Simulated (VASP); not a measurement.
# TaN (I4/mmm) in VASP: notebook, part 2 of 2

VASP 6.6.1.

### Step 4. Single point, PBEsol (strain +0.0350 x Voigt [1, 1, 0, 0, 0, 0])

The input, INCAR:

```
PREC = Accurate
ENCUT = 520
EDIFF = 1E-6
ISMEAR = 0
SIGMA = 0.15
LREAL = False
LASPH = True
NELM = 100
ALGO = Normal
ISIF = 2
LWAVE = False
LCHARG = True
GGA = PS
LELF = True
LVHAR = True
NBANDS = 15
```

The input, KPOINTS:

```
regular mesh
0
Gamma
  18 18 18
```

The input, POSCAR:

```
TaN
1.0
    0.0000000000      2.2552650000      2.1790000000
    2.2552650000      0.0000000000      2.1790000000
    2.2552650000      2.2552650000      0.0000000000
Ta N
1 1
Direct
    0.5000000000      0.5000000000      0.5000000000
    0.0000000000      0.0000000000      0.0000000000
```

Potentials or basis: VASP PAW PBE potentials, release 64 (Ta_pv, N).

On the command line:

```
cat potpaw_PBE.64/Ta_pv/POTCAR potpaw_PBE.64/N/POTCAR > POTCAR
mpirun -np 1 vasp_std > vasp.out
```

OUTCAR:

```text
PREC = Accurate
   ENCUT = 520
   EDIFF = 1E-6
   ISMEAR = 0
   LREAL = False
   LASPH = True
   NELM = 100
   ISIF = 2
   GGA = PS

 ion  position               nearest neighbor table
   1  0.500  0.500  0.500-   2 2.18   2 2.18   2 2.26   2 2.26   2 2.26   2 2.26
   2  0.000  0.000  0.000-   1 2.18   1 2.18   1 2.26   1 2.26   1 2.26   1 2.26

  LATTYP: Found a body centered tetragonal cell.
 ALAT       =     3.1894263497
 C/A-ratio  =     1.3663899153

  Lattice vectors:
[... 618 lines left out ...]
 [... further k-points ...]

------------------------ aborting loop because EDIFF is reached ----------------------------------------

  FORCE on cell =-STRESS in cart. coord.  units (eV):
  Direction    XX          YY          ZZ          XY          YZ          ZX
  --------------------------------------------------------------------------------------
  -------------------------------------------------------------------------------------
  Total       -3.0534672     -3.0534672     -0.6149873      0.0000000      0.0000000      0.0000000
  in kB     -220.7097167   -220.7097167    -44.4523138      0.0000000      0.0000000      0.0000000
  external PRESSURE =    -161.9572491 kB  Pullay stress =       0.0000000 kB

 VOLUME and BASIS-vectors are now :
 -----------------------------------------------------------------------------
  energy-cutoff  :      520.00
  volume of cell :       22.17
      direct lattice vectors                 reciprocal lattice vectors
     0.000000000  2.255265000  2.179000000    -0.221703436  0.221703436  0.229463056
     2.255265000  0.000000000  2.179000000     0.221703436 -0.221703436  0.229463056
     2.255265000  2.255265000  0.000000000     0.221703436  0.221703436 -0.229463056

 POSITION                                       TOTAL-FORCE (eV/Angst)
 -----------------------------------------------------------------------------------
      2.25527      2.25527      2.17900         0.000000      0.000000      0.000000
      0.00000      0.00000      0.00000        -0.000000      0.000000      0.000000
 -----------------------------------------------------------------------------------
    total drift:                                0.000000     -0.000000     -0.000000

  FREE ENERGIE OF THE ION-ELECTRON SYSTEM (eV)
  ---------------------------------------------------
  free  energy   TOTEN  =       -23.1262444021 eV

  energy  without entropy=      -23.1164607343  energy(sigma->0) =      -23.12135257
```

OSZICAR:

```text
N       E                     dE             d eps       ncg     rms          rms(c)
DAV:   1     0.872717275558E+02    0.87272E+02   -0.87430E+03 14432   0.112E+03
DAV:   2    -0.231440751054E+02   -0.11042E+03   -0.10414E+03 17844   0.300E+02
DAV:   3    -0.259136133818E+02   -0.27695E+01   -0.27508E+01 16136   0.441E+01
DAV:   4    -0.259248988117E+02   -0.11285E-01   -0.11281E-01 18735   0.302E+00
DAV:   5    -0.259249755054E+02   -0.76694E-04   -0.76692E-04 16339   0.221E-01    0.225E+01
DAV:   6    -0.232590105422E+02    0.26660E+01   -0.50668E+00 17733   0.249E+01    0.934E+00
DAV:   7    -0.231680524244E+02    0.90958E-01   -0.50716E-01 16437   0.585E+00    0.644E+00
DAV:   8    -0.231323551220E+02    0.35697E-01   -0.16972E-01 17221   0.343E+00    0.138E+00
DAV:   9    -0.231264295420E+02    0.59256E-02   -0.18287E-02 16584   0.108E+00    0.335E-01
DAV:  10    -0.231262768900E+02    0.15265E-03   -0.11653E-03 17648   0.356E-01    0.559E-02
DAV:  11    -0.231262447324E+02    0.32158E-04   -0.66264E-05 16360   0.961E-02    0.157E-02
DAV:  12    -0.231262444021E+02    0.33030E-06   -0.46158E-06 17319   0.207E-02
   1 F= -.23126244E+02 E0= -.23121353E+02  d E =-.978367E-02
```

Wall time 40 s (1 thread of Intel Xeon 6975P-C (Granite Rapids), shared host); peak memory 0.27 GiB.

Results:

```
Free energy            : -23.1262 eV
Pressure               : -16.2 GPa
Band gap on the k mesh : zero (band 8 reaches 10.54 eV, above the bottom of band 9 at 6.77 eV)
```

Stress tensor (GPa, compression positive):
```
-22.07   0.00   0.00
  0.00 -22.07   0.00
  0.00   0.00  -4.45
```

Caveat: the cell differs from its parent crystal (strain +0.0350 x Voigt [1, 1, 0, 0, 0, 0]); the PAW data sets were made with another functional, which shifts forces and pressure a little; spin-orbit coupling is left out, which moves the levels of the heavy elements.

### Step 5. Overview

```csv
cell,gap on the mesh (eV),pressure (GPa)
"a = 3.113, b = 3.113, c = 3.143 Å, angles 59.7, 59.7, 60.7°, 2 atoms",none,-8.1
"a = 3.128, b = 3.128, c = 3.174 Å, angles 59.5, 59.5, 61.0°, 2 atoms",none,-13.7
"a = 3.136, b = 3.136, c = 3.189 Å, angles 59.4, 59.4, 61.1°, 2 atoms",none,-16.2
```

Alike in all rows: task single point; level PBEsol; potentials or basis VASP PAW PBE potentials, release 64 (Ta_pv, N); no spin polarisation; k mesh 18 × 18 × 18; cutoff (eV) 520; smearing gaussian 0.15 eV.

Caveats: the PAW data sets were made with another functional, which shifts forces and pressure a little; spin-orbit coupling is left out, which moves the levels of the heavy elements.

Absolute energies hang on the potentials; compare differences alone.
